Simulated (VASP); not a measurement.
# Ti3Al (Fm-3m) in VASP: a series of runs

The runs below take Ti3Al through single point, with PBEsol.

Program: VASP 6.6.1. These are calculated values, not measurements. Logs are shortened: lines on timing, memory, paths and dates and some standing lists are left out, and cuts for length are marked.

## (1) The cell of the first run

The structure is cubic, space group Fm-3m (No. 225). Conventional cell: a = 6.875 Å, b = 6.875 Å, c = 6.875 Å, α = 90.00°, β = 90.00°, γ = 90.00°. Ti (site symmetry -43m) has 10 Ti at 2.98 to 3.44 Å and 4 Al at 2.98 Å within 3.9 Å. Ti (site symmetry m-3m) has 8 Ti at 2.98 Å and 6 Al at 3.44 Å within 3.9 Å. Within 3.9 Å of Al (site symmetry m-3m) lie 14 Ti at 2.98 to 3.44 Å.

## (2) Single point, PBEsol, collinear spin (20.31 Å³/atom)

Contents of INCAR:

```
SYSTEM = Ti3Al
PREC = Accurate ; ENCUT = 520
EDIFF = 1E-7 ; ISMEAR = 0
SIGMA = 0.15 ; LREAL = .False.
LASPH = .True. ; NELM = 150
ALGO = Normal ; ISIF = 2
LWAVE = .False. ; LCHARG = .False.
ISPIN = 2 ; MAGMOM = 0.6 0.6 0.6 0
LORBIT = 11 ; NUPDOWN = 1.8
LMAXMIX = 4 ; GGA = PS
NBANDS = 32
```

Contents of KPOINTS:

```
regular mesh
0
Gamma
  12 12 12
  0 0 0
```

Contents of POSCAR:

```
Ti3Al
1.0
    0.0000000000      3.4375311292      3.4375311292
    3.4375311292      0.0000000000      3.4375311292
    3.4375311292      3.4375311292      0.0000000000
Ti Al
3 1
Direct
    0.7500000000      0.7500000000      0.7500000000
    0.2500000000      0.2500000000      0.2500000000
    0.0000000000      0.0000000000      0.0000000000
    0.5000000000      0.5000000000      0.5000000000
```

Potentials or basis: VASP PAW PBE potentials, release 64 (Ti_sv, Al).

Run with:

```bash
$ cat potpaw_PBE.64/Ti_sv/POTCAR potpaw_PBE.64/Al/POTCAR > POTCAR
$ mpirun -np 1 vasp_std > vasp.out
```

OUTCAR:

```text
SYSTEM = Ti3Al
   PREC = Accurate
   ENCUT = 520
   EDIFF = 1E-7
   ISMEAR = 0
   LREAL = .False.
   LASPH = .True.
   NELM = 150
   ISIF = 2
   ISPIN = 2
   LORBIT = 11
   NUPDOWN = 1.8
   GGA = PS

 ion  position               nearest neighbor table
   1  0.750  0.750  0.750-   4 2.98   4 2.98   4 2.98   4 2.98
   2  0.250  0.250  0.250-   4 2.98   4 2.98   4 2.98   4 2.98
   3  0.000  0.000  0.000-
   4  0.500  0.500  0.500-   2 2.98   2 2.98   2 2.98   1 2.98   2 2.98   1 2.98   1 2.98   1 2.98

  LATTYP: Found a face centered cubic cell.
 ALAT       =     6.8750622584

  Lattice vectors:

 A1 = (   0.0000000000,   3.4375311292,   3.4375311292)
 A2 = (   3.4375311292,   0.0000000000,   3.4375311292)
 A3 = (   3.4375311292,   3.4375311292,   0.0000000000)

Analysis of symmetry for initial positions (statically):
=====================================================================
 Subroutine PRICEL returns:
 Original cell was already a primitive cell.

 Routine SETGRP: Setting up the symmetry group for a
 face centered cubic supercell.

 Subroutine GETGRP returns: Found 48 space group operations
 (whereof 48 operations were pure point group operations)
 out of a pool of 48 trial point group operations.

The static configuration has the point symmetry O_h .

Analysis of symmetry for dynamics (positions and initial velocities):
=====================================================================
 Subroutine PRICEL returns:
 Original cell was already a primitive cell.

 Routine SETGRP: Setting up the symmetry group for a
 face centered cubic supercell.

 Subroutine GETGRP returns: Found 48 space group operations
 (whereof 48 operations were pure point group operations)
 out of a pool of 48 trial point group operations.

The dynamic configuration has the point symmetry O_h .

Analysis of structural, dynamic, and magnetic symmetry:
=====================================================================
 Subroutine PRICEL returns:
 Original cell was already a primitive cell.

 Routine SETGRP: Setting up the symmetry group for a
 face centered cubic supercell.

 Subroutine GETGRP returns: Found 48 space group operations
 (whereof 48 operations were pure point group operations)
 out of a pool of 48 trial point group operations.

The overall configuration has the point symmetry O_h .

 Subroutine INISYM returns: Found 48 space group operations
 (whereof 48 operations are pure point group operations),
 and found     1 'primitive' translations

----------------------------------------------------------------------------------------

                                     Primitive cell

  volume of cell :      81.2400

  direct lattice vectors                    reciprocal lattice vectors
     0.000000000  3.437531129  3.437531129    -0.145453228  0.145453228  0.145453228
     3.437531129  0.000000000  3.437531129     0.145453228 -0.145453228  0.145453228
     3.437531129  3.437531129  0.000000000     0.145453228  0.145453228 -0.145453228

  length of vectors
     4.861403144  4.861403144  4.861403144     0.251932381  0.251932381  0.251932381

  position of ions in fractional coordinates (direct lattice)
     0.750000000  0.750000000  0.750000000
     0.250000000  0.250000000  0.250000000
     0.000000000  0.000000000  0.000000000
     0.500000000  0.500000000  0.500000000

  ion indices of the primitive-cell ions
   primitive index   ion index
                 1           1
                 2           2
                 3           3
                 4           4

----------------------------------------------------------------------------------------

 KPOINTS: regular mesh

Automatic generation of k-mesh.
 Grid dimensions read from file:
 generate k-points for:   12   12   12

 Generating k-lattice:

  Cartesian coordinates                     Fractional coordinates (reciprocal lattice)
    -0.012121102  0.012121102  0.012121102     0.083333333  0.000000000  0.000000000
     0.012121102 -0.012121102  0.012121102     0.000000000  0.083333333  0.000000000
     0.012121102  0.012121102 -0.012121102     0.000000000  0.000000000  0.083333333

  Length of vectors
     0.020994365  0.020994365  0.020994365

  Shift w.r.t. Gamma in fractional coordinates (k-lattice)
     0.000000000  0.000000000  0.000000000

 Subroutine IBZKPT returns following result:
 ===========================================

 Found     72 irreducible k-points:

 Following reciprocal coordinates:
            Coordinates               Weight
  0.000000  0.000000  0.000000      1.000000
  0.083333  0.000000  0.000000      8.000000
  0.166667  0.000000  0.000000      8.000000
  0.250000  0.000000  0.000000      8.000000
  0.333333  0.000000  0.000000      8.000000
  0.416667  0.000000  0.000000      8.000000
[... 16 lines left out ...]
  0.500000  0.166667  0.000000     24.000000
 -0.416667  0.166667  0.000000     24.000000
 [... further k-points ...]
   k-points           NKPTS =     72   k-points in BZ     NKDIM =     72   number of bands    NBANDS=     32
   number of dos      NEDOS =    301   number of ions     NIONS =      4
   total plane-waves  NPLWV =  46656
   dimension x,y,z NGX =    36 NGY =   36 NGZ =   36
   dimension x,y,z NGXF=    72 NGYF=   72 NGZF=   72
   ions per type =               3   1
   NGX,Y,Z   is equivalent  to a cutoff of  12.31, 12.31, 12.31 a.u.
   NGXF,Y,Z  is equivalent  to a cutoff of  24.62, 24.62, 24.62 a.u.
 SYSTEM =  Ti3Al
   PREC   = accura    normal or accurate (medium, high low for compatibility)
   ISTART =      0    job   : 0-new  1-cont  2-samecut
   ICHARG =      2    charge: 1-file 2-atom 10-const
   ISPIN  =      2    spin polarized calculation?
   LNONCOLLINEAR =      F non collinear calculations
   LSORBIT =      F    spin-orbit coupling
   LASPH  =      T    aspherical Exc in radial PAW
   ENCUT  =  520.0 eV  38.22 Ry    6.18 a.u.   9.04  9.04  9.04*2*pi/ulx,y,z
   NELM   =    150;   NELMIN=  2; NELMDL= -5     # of ELM steps
   EDIFF  = 0.1E-06   stopping-criterion for ELM
   LREAL  =      F    real-space projection
   EDIFFG = 0.1E-05   stopping-criterion for IOM
   NSW    =      0    number of steps for IOM
   IBRION =     -1    ionic relax: 0-MD 1-quasi-New 2-CG
   NFREE  =      0    steps in history (QN), initial steepest desc. (CG)
   ISIF   =      2    stress and relaxation
   ISYM   =      2    0-nonsym 1-usesym 2-fastsym
   POTIM  = 0.5000    time-step for ionic-motion
   TEBEG  =    0.0;   TEEND  =   0.0 temperature during run
   PSTRESS=    0.0 pullay stress
   NELECT =      39.0000    total number of electrons
   NUPDOWN=       1.8000    fix difference up-down
   EMIN   =  10.00;   EMAX   =-10.00  energy-range for DOS
   EFERMI =   0.00;   METHOD = LEGACY
   ISMEAR =     0;   SIGMA  =   0.15  broadening in eV -4-tet -1-fermi 0-gaus
   EFERMI_NEDOS =   21; number of points for ismear=-14 and -15
   IALGO  =     38    algorithm
   IMIX   =      4    mixing-type and parameters
     AMIX     =   0.40;   BMIX     =  1.00
     AMIX_MAG =   1.60;   BMIX_MAG =  1.00
  volume/ion in A,a.u.               =      20.31       137.06
  Fermi-wavevector in a.u.,A,eV,Ry     =   1.281857  2.422359 22.356529  1.643158
  Thomas-Fermi vector in A             =   2.414203
   LORBIT       =     11    0 simple, 1 ext, 2 COOP (PROOUT), +10 PAW based schemes
   GGA     = PS    functional components
   LHFCALC =     F    Hartree Fock is set to
   AEXX    =    0.0000 exact exchange contribution
   IVDW    =     0    specifies the selected vdW correction
   LEPSILON=     F    determine dielectric tensor
   LRPA    =     F    only Hartree local field effects (RPA)
 spin polarized calculation
 Gauss-broadening in eV      SIGMA  =   0.15
  energy-cutoff  :      520.00
  volume of cell :       81.24
 maximum number of plane-waves:      2208
   NGX = 19   NGY = 19   NGZ = 19

 number of electron      38.9999982 magnetization       1.7999999

 Free energy of the ion-electron system (eV)
  ---------------------------------------------------
  ext. energy  EPLUGINS =         0.00000000
  ---------------------------------------------------
  free energy    TOTEN  =       -28.73082796 eV

  energy without entropy =      -28.65897005  energy(sigma->0) =      -28.69489901

 E-fermi :   6.2930     XC(G=0): -10.5448

 val. band max:        6.2806358311   @ k =  -0.2500   0.4167   0.1667
 cond. band min:       6.2044206447   @ k =   0.5000   0.1667   0.0000
 fundamental gap:     -0.0762151864
 Fermi energy:         6.1940359812

 spin component 1

 k-point     1 :       0.0000    0.0000    0.0000
  band No.  band energies     occupation
      1     -50.6509      1.00000
      2     -50.6042      1.00000
      3     -50.5608      1.00000
      4     -27.0361      1.00000
      5     -27.0361      1.00000
      6     -27.0361      1.00000
[... 805 lines left out ...]
     30       9.5748      0.00000
     31       9.8335      0.00000

 [... further k-points ...]

 spin component 2

 k-point     1 :       0.0000    0.0000    0.0000
  band No.  band energies     occupation
      1     -50.4734      1.00000
      2     -50.4567      1.00000
      3     -49.6772      1.00000
      4     -26.8222      1.00000
      5     -26.8222      1.00000
      6     -26.8222      1.00000
[... 805 lines left out ...]
     30       9.9218      0.00000
     31      10.1007      0.00000

 [... further k-points ...]

 [bands above 31 left out]

------------------------ aborting loop because EDIFF is reached ----------------------------------------

  FORCE on cell =-STRESS in cart. coord.  units (eV):
  Direction    XX          YY          ZZ          XY          YZ          ZX
  --------------------------------------------------------------------------------------
  -------------------------------------------------------------------------------------
  Total       -8.6582201     -8.6582201     -8.6582201      0.0000000      0.0000000     -0.0000000
  in kB     -170.7533729   -170.7533729   -170.7533729      0.0000000      0.0000000     -0.0000000
  external PRESSURE =    -170.7533729 kB  Pullay stress =       0.0000000 kB

 VOLUME and BASIS-vectors are now :
 -----------------------------------------------------------------------------
  energy-cutoff  :      520.00
  volume of cell :       81.24
      direct lattice vectors                 reciprocal lattice vectors
     0.000000000  3.437531129  3.437531129    -0.145453228  0.145453228  0.145453228
     3.437531129  0.000000000  3.437531129     0.145453228 -0.145453228  0.145453228
     3.437531129  3.437531129  0.000000000     0.145453228  0.145453228 -0.145453228

 POSITION                                       TOTAL-FORCE (eV/Angst)
 -----------------------------------------------------------------------------------
      5.15630      5.15630      5.15630        -0.000000     -0.000000      0.000000
      1.71877      1.71877      1.71877         0.000000      0.000000      0.000000
      0.00000      0.00000      0.00000        -0.000000     -0.000000     -0.000000
      3.43753      3.43753      3.43753        -0.000000     -0.000000     -0.000000
 -----------------------------------------------------------------------------------
    total drift:                                0.000000      0.000000      0.000000

  FREE ENERGIE OF THE ION-ELECTRON SYSTEM (eV)
  ---------------------------------------------------
  free  energy   TOTEN  =       -28.7308279581 eV

  energy  without entropy=      -28.6589700521  energy(sigma->0) =      -28.69489901

 total charge

# of ion       s       p       d       tot
------------------------------------------
    1        2.185   6.083   1.808  10.077
    2        2.185   6.083   1.808  10.077
    3        2.217   6.064   1.866  10.147
    4        0.394   0.348   0.000   0.742
--------------------------------------------------
tot          6.981  18.578   5.483  31.042

 magnetization (x)

# of ion       s       p       d       tot
------------------------------------------
    1        0.001   0.020   0.149   0.170
    2        0.001   0.020   0.149   0.170
    3        0.013   0.022   0.969   1.005
    4       -0.007  -0.014   0.000  -0.021
--------------------------------------------------
tot          0.010   0.049   1.266   1.325
```

It took 17 min on 1 thread of Intel Xeon 8259CL, shared host; peak memory 0.39 GiB.

Results:

- Free energy: -28.7308 eV
- Pressure: -17.1 GPa
- Net moment: 1.80 μB per cell
- Site moments: Ti +0.17, +1.00 (each value once); Al -0.02 μB
- Valence electrons inside the program's atomic spheres: Ti 10.08, 10.15 (each value once); Al 0.74

Caveat: the cell stands under tension; the PAW data sets were made with another functional, which shifts forces and pressure a little; the total moment is fixed, so each spin has its own Fermi level and the state may be an excited one.

(Continued in part 2 of 2.)
